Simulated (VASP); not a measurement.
A run of VASP 6.6.1:

File INCAR:

```
PREC = Accurate
ENCUT = 520
EDIFF = 1E-6
ISMEAR = 0
SIGMA = 0.02
LREAL = False
LASPH = True
NELM = 60
ALGO = Normal
ISIF = 2
LWAVE = False
LCHARG = False
NBANDS = 44
```

Contents of KPOINTS:

```
regular mesh
0
Gamma
  4 4 4
```

File POSCAR:

```
CO2
1.0
    5.2826751373      0.0000000000      0.0000000000
    0.0000000000      5.2826751373      0.0000000000
    0.0000000000      0.0000000000      5.2826751373
C O
4 8
Direct
    0.0000000000      0.0000000000      0.0000000000
    0.5000000000      0.0000000000      0.5000000000
    0.5000000000      0.5000000000      0.0000000000
    0.0000000000      0.5000000000      0.5000000000
    0.1268014761      0.1268014761      0.1268014761
    0.3731985239      0.8731985239      0.6268014761
    0.6268014761      0.3731985239      0.8731985239
    0.8731985239      0.6268014761      0.3731985239
    0.8731985239      0.8731985239      0.8731985239
    0.6268014761      0.1268014761      0.3731985239
    0.3731985239      0.6268014761      0.1268014761
    0.1268014761      0.3731985239      0.6268014761
```

Potentials or basis: VASP PAW LDA potentials, release 64 (C, O).

Run with:

```console
$ cat potpaw_LDA.64/C/POTCAR potpaw_LDA.64/O/POTCAR > POTCAR
$ mpirun -np 1 vasp_std > vasp.out
```

Hardware: 1 thread of Oxide Virtual Turin-like Processor (shared host).

Problem. Estimate the wall time of this run.

Solution. Wall time 49 s on 1 thread of Oxide Virtual Turin-like Processor, on a shared host, peak memory 0.17 GiB. Counts: scf iterations 13, k points 11.
